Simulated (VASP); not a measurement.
# AlO2 (P6_422) in VASP: notebook

AlO2 is run at these levels: PBE; tasks: relaxation of cell and atoms, single point.

All numbers are computed with VASP 6.6.1; they aren't measurements. Logs are shortened: lines on timing, memory, paths and dates and some standing lists are left out, and cuts for length are marked.

### Step 1. The cell of the first run

Symmetry: P6_422, No. 181, hexagonal system. Conventional cell: a = 6.061 Å, b = 6.061 Å, c = 2.875 Å, α = 90.00°, β = 90.00°, γ = 120.00°. Al (site symmetry 222) has 4 O at 1.84 Å within 2.4 Å. Within 2.4 Å of O (site symmetry 2) lie 2 Al at 1.84 Å and 2 O at 2.40 Å.

### Step 2. Relaxation of cell and atoms, PBE

INCAR reads:

```
PREC     = Accurate       # precision mode
ENCUT    = 600            # plane-wave cutoff, eV
EDIFF    = 1E-6           # SCF threshold, eV
ISMEAR   = 0              # smearing method
SIGMA    = 0.1            # smearing width, eV
LREAL    = False          # projectors in reciprocal space
LASPH    = True           # aspherical terms in the spheres
NELM     = 60             # most SCF steps
ALGO     = Normal         # electronic algorithm
ISIF     = 3              # what is computed and relaxed
LWAVE    = False          # write WAVECAR
LCHARG   = False          # write CHGCAR
GGA      = PE             # functional
IBRION   = 2              # ionic algorithm
NSW      = 90             # ionic steps
EDIFFG   = -0.04          # ionic threshold
```

KPOINTS reads:

```
regular mesh
0
Gamma
  3 3 6
```

POSCAR reads:

```
AlO2
1.0
    6.0605863206      0.0000000000      0.0000000000
   -3.0302931603      5.2486217155      0.0000000000
    0.0000000000      0.0000000000      2.8754855600
Al O
3 6
Direct
    0.5000000000      0.0000000000      0.0000000000
    0.5000000000      0.5000000000      0.6666666667
    0.0000000000      0.5000000000      0.3333333333
    0.2124942324      0.4249884649      0.0000000000
    0.7875057676      0.2124942324      0.6666666667
    0.5750115351      0.7875057676      0.3333333333
    0.7875057676      0.5750115351      0.0000000000
    0.2124942324      0.7875057676      0.6666666667
    0.4249884649      0.2124942324      0.3333333333
```

Potentials or basis: VASP PAW PBE potentials, release 64 (Al, O).

Run with:

```
> cat potpaw_PBE.64/Al/POTCAR potpaw_PBE.64/O/POTCAR > POTCAR
> mpirun -np 1 vasp_std > vasp.out
```

OUTCAR:

```text
PREC = Accurate
   ENCUT = 600
   EDIFF = 1E-6
   ISMEAR = 0
   LREAL = False
   LASPH = True
   NELM = 60
   ISIF = 3
   GGA = PE
   IBRION = 2
   NSW = 90
   EDIFFG = -0.04

 ion  position               nearest neighbor table
   1  0.500  0.000  0.000-   6 1.84   9 1.84   8 1.84   5 1.84   6 2.47   9 2.47   5 2.47   8 2.47
                             2 3.18   3 3.18   2 3.18   3 3.18
   2  0.500  0.500  0.667-   4 1.84   7 1.84   6 1.84   9 1.84   6 2.47   9 2.47   4 2.47   7 2.47
                             1 3.18   1 3.18   3 3.18   3 3.18
   3  0.000  0.500  0.333-   4 1.84   7 1.84   5 1.84   8 1.84   4 2.47   7 2.47   5 2.47   8 2.47
                             1 3.18   1 3.18   2 3.18   2 3.18
   4  0.212  0.425  0.000-   3 1.84   2 1.84   3 2.47   2 2.47
   5  0.788  0.212  0.667-   1 1.84   3 1.84   3 2.47   1 2.47
   6  0.575  0.788  0.333-   1 1.84   2 1.84   1 2.47   2 2.47
   7  0.788  0.575  0.000-   3 1.84   2 1.84   3 2.47   2 2.47
   8  0.212  0.788  0.667-   1 1.84   3 1.84   3 2.47   1 2.47
   9  0.425  0.212  0.333-   1 1.84   2 1.84   1 2.47   2 2.47

  LATTYP: Found a hexagonal cell.
 ALAT       =     6.0605863206
 C/A-ratio  =     0.4744566628

  Lattice vectors:

 A1 = (   6.0605863206,   0.0000000000,   0.0000000000)
 A2 = (  -3.0302931603,   5.2486217155,   0.0000000000)
 A3 = (   0.0000000000,   0.0000000000,   2.8754855600)

Analysis of symmetry for initial positions (statically):
=====================================================================
 Subroutine PRICEL returns:
 Original cell was already a primitive cell.

 Routine SETGRP: Setting up the symmetry group for a
 hexagonal supercell.

 Subroutine GETGRP returns: Found 12 space group operations
 (whereof  4 operations were pure point group operations)
 out of a pool of 24 trial point group operations.

The static configuration has the point symmetry D_2 .
 The point group associated with its full space group is D_6 .

Analysis of symmetry for dynamics (positions and initial velocities):
=====================================================================
 Subroutine PRICEL returns:
 Original cell was already a primitive cell.

 Routine SETGRP: Setting up the symmetry group for a
 hexagonal supercell.

 Subroutine GETGRP returns: Found 12 space group operations
 (whereof  4 operations were pure point group operations)
 out of a pool of 24 trial point group operations.

The dynamic configuration has the point symmetry D_2 .
 The point group associated with its full space group is D_6 .
[... 108 lines left out ...]
   POTIM  = 0.5000    time-step for ionic-motion
   TEBEG  =    0.0;   TEEND  =   0.0 temperature during run
   PSTRESS=    0.0 pullay stress
   NELECT =      45.0000    total number of electrons
   NUPDOWN=      -1.0000    fix difference up-down
   EMIN   =  10.00;   EMAX   =-10.00  energy-range for DOS
   EFERMI =   0.00;   METHOD = LEGACY
   ISMEAR =     0;   SIGMA  =   0.10  broadening in eV -4-tet -1-fermi 0-gaus
   EFERMI_NEDOS =   21; number of points for ismear=-14 and -15
   IALGO  =     38    algorithm
   IMIX   =      4    mixing-type and parameters
     AMIX     =   0.40;   BMIX     =  1.00
     AMIX_MAG =   1.60;   BMIX_MAG =  1.00
  volume/ion in A,a.u.               =      10.16        68.58
  Fermi-wavevector in a.u.,A,eV,Ry     =   1.292375  2.442235 22.724910  1.670234
  Thomas-Fermi vector in A             =   2.424087
   LORBIT       =      0    0 simple, 1 ext, 2 COOP (PROOUT), +10 PAW based schemes
   GGA     = PE    functional components
   LHFCALC =     F    Hartree Fock is set to
   AEXX    =    0.0000 exact exchange contribution
   IVDW    =     0    specifies the selected vdW correction
   LEPSILON=     F    determine dielectric tensor
   LRPA    =     F    only Hartree local field effects (RPA)
 conjugate gradient relaxation of ions
 non-spin polarized calculation
 Gauss-broadening in eV      SIGMA  =   0.10
  energy-cutoff  :      600.00
  volume of cell :       91.47
 maximum number of plane-waves:      3062
   NGX = 25   NGY = 25   NGZ = 11

 number of electron      44.9999997 magnetization

 Free energy of the ion-electron system (eV)
  ---------------------------------------------------
  ext. energy  EPLUGINS =         0.00000000
  ---------------------------------------------------
  free energy    TOTEN  =       -57.12184587 eV

  energy without entropy =      -57.07970044  energy(sigma->0) =      -57.10077316

 E-fermi :   3.9931     XC(G=0): -10.5051

 val. band max:        3.9761194009   @ k =   0.3333   0.3333   0.3333
 cond. band min:       4.0014394163   @ k =   0.0000   0.0000   0.1667
 fundamental gap:      0.0253200153
 Fermi energy:         3.9930524084

 k-point     1 :       0.0000    0.0000    0.0000
  band No.  band energies     occupation
      1     -15.6431      2.00000
      2     -13.9404      2.00000
      3     -13.5034      2.00000
      4     -13.5034      2.00000
      5     -13.1676      2.00000
      6     -13.1676      2.00000
[... 349 lines left out ...]
     26      12.6910      0.00000
     27      12.6912      0.00000

------------------------ aborting loop because EDIFF is reached ----------------------------------------

  FORCE on cell =-STRESS in cart. coord.  units (eV):
  Direction    XX          YY          ZZ          XY          YZ          ZX
  --------------------------------------------------------------------------------------
  -------------------------------------------------------------------------------------
  Total       -0.3310539     -0.3310539     -0.1392852      0.0000000      0.0000000      0.0000000
  in kB       -5.7988011     -5.7988011     -2.4397452      0.0000000      0.0000000      0.0000000
  external PRESSURE =      -4.6791158 kB  Pullay stress =       0.0000000 kB

 VOLUME and BASIS-vectors are now :
 -----------------------------------------------------------------------------
  energy-cutoff  :      600.00
  volume of cell :       91.47
      direct lattice vectors                 reciprocal lattice vectors
     6.060586321  0.000000000  0.000000000     0.165000537  0.095263105  0.000000000
    -3.030293160  5.248621715  0.000000000     0.000000000  0.190526209  0.000000000
     0.000000000  0.000000000  2.875485560     0.000000000  0.000000000  0.347767352

 POSITION                                       TOTAL-FORCE (eV/Angst)
 -----------------------------------------------------------------------------------
      3.03029      0.00000      0.00000         0.000000      0.000000      0.000000
      1.51515      2.62431      1.91699        -0.000000      0.000000     -0.000000
     -1.51515      2.62431      0.95850         0.000000      0.000000      0.000000
     -0.00000      2.23060      0.00000         0.000000     -0.001608      0.000000
      4.12883      1.11530      1.91699         0.001393     -0.000804     -0.000000
      1.09853      4.13332      0.95850         0.001393      0.000804     -0.000000
      3.03029      3.01802      0.00000        -0.000000      0.001608     -0.000000
     -1.09853      4.13332      1.91699        -0.001393      0.000804      0.000000
      1.93176      1.11530      0.95850        -0.001393     -0.000804     -0.000000
 -----------------------------------------------------------------------------------
    total drift:                                0.000000     -0.000000      0.000000

  FREE ENERGIE OF THE ION-ELECTRON SYSTEM (eV)
  ---------------------------------------------------
  free  energy   TOTEN  =       -57.1218458749 eV

  energy  without entropy=      -57.0797004389  energy(sigma->0) =      -57.10077316

 reached required accuracy - stopping structural energy minimisation
```

It took 18 s on 1 thread of AMD EPYC 9R45 (Zen 5), shared host; peak memory 0.19 GiB.

Results:

```yaml
Free_energy: -57.1218 eV
Pressure_after_relaxing: -0.5 GPa
```

Stress tensor (GPa, compression positive):
```
-0.58  0.00  0.00
 0.00 -0.58  0.00
 0.00  0.00 -0.24
```

Final structure:
```
Al O
1.0
     6.06059    0.00000    0.00000
    -3.03029    5.24862    0.00000
     0.00000    0.00000    2.87549
Al O
3 6
Direct
  0.50000 0.00000 0.00000
  0.50000 0.50000 0.66667
  0.00000 0.50000 0.33333
  0.21249 0.42499 0.00000
  0.78751 0.21249 0.66667
  0.57501 0.78751 0.33333
  0.78751 0.57501 0.00000
  0.21249 0.78751 0.66667
  0.42499 0.21249 0.33333
```

Caveat: the k points lie up to 0.40 Å⁻¹ apart in the final cell; the relaxation stopped at its first step, so nothing moved; an odd number of electrons without spin polarisation forces a metal; a magnetic or distorted state may lie lower.

### Step 3. Single point, PBE

INCAR reads:

```
SYSTEM = AlO2
  PREC = Accurate
  ENCUT = 520
  EDIFF = 1E-6
  ISMEAR = 0
  SIGMA = 0.1
  LREAL = .FALSE.
  LASPH = .TRUE.
  NELM = 80
  ALGO = Normal
  ISIF = 2
  LWAVE = .FALSE.
  LCHARG = .TRUE.
  GGA = PE
  LELF = .TRUE.
  LVHAR = .TRUE.
  NBANDS = 32
```

KPOINTS reads:

```
Automatic mesh
0
G
  6 6 14
  0 0 0
```

POSCAR reads:

```
AlO2
1.0
    6.0548324195      0.0000000000      0.0000000000
   -3.0274162098      5.2436386910      0.0000000000
    0.0000000000      0.0000000000      2.8808222357
Al O
3 6
Direct
    0.5000000000      0.0000000000      0.0000000000
    0.5000000000      0.5000000000      0.6666666667
    0.0000000000      0.5000000000      0.3333333333
    0.2124233791      0.4248467581      0.0000000000
    0.7875766209      0.2124233791      0.6666666667
    0.5751532419      0.7875766209      0.3333333333
    0.7875766209      0.5751532419      0.0000000000
    0.2124233791      0.7875766209      0.6666666667
    0.4248467581      0.2124233791      0.3333333333
```

Potentials or basis: VASP PAW PBE potentials, release 64 (Al, O).

Run with:

```
> cat potpaw_PBE.64/Al/POTCAR potpaw_PBE.64/O/POTCAR > POTCAR
> mpirun -np 1 vasp_std > vasp.out
```

Wall time 88 s (1 thread of AMD EPYC 9R45 (Zen 5), shared host); peak memory 0.25 GiB.

It converged, with:

```yaml
Free_energy: -57.1071 eV
Pressure: -0.2 GPa
Largest_force: 0.005 eV/Å
```

Forces on the atoms (eV/Å):
```
Al   0.000  0.000  0.000
Al   0.000  0.000  0.000
Al   0.000  0.000  0.000
O    0.000  0.005  0.000
O   -0.005  0.003  0.000
O   -0.005 -0.003  0.000
O    0.000 -0.005  0.000
O    0.005 -0.003  0.000
O    0.005  0.003  0.000
```

Stress tensor (GPa, compression positive):
```
-0.19  0.00  0.00
 0.00 -0.19  0.00
 0.00  0.00 -0.10
```

Levels at points of the mesh, in eV from the Fermi level:
```csv
k point,band 21,band 22,band 23,band 24,band 25,band 26
"(0.00, 0.00, 0.00)",-0.48,0.04,0.04,0.58,4.78,8.35
"(0.50, 0.00, 0.00)",-0.51,-0.04,0.14,0.41,6.63,7.17
"(0.00, 0.00, 0.50)",-1.06,-0.44,-0.44,0.04,6.71,9.36
"(0.50, 0.00, 0.50)",-0.90,-0.22,-0.16,0.08,8.07,8.88
```

Caveat: an odd number of electrons without spin polarisation forces a metal; a magnetic or distorted state may lie lower.
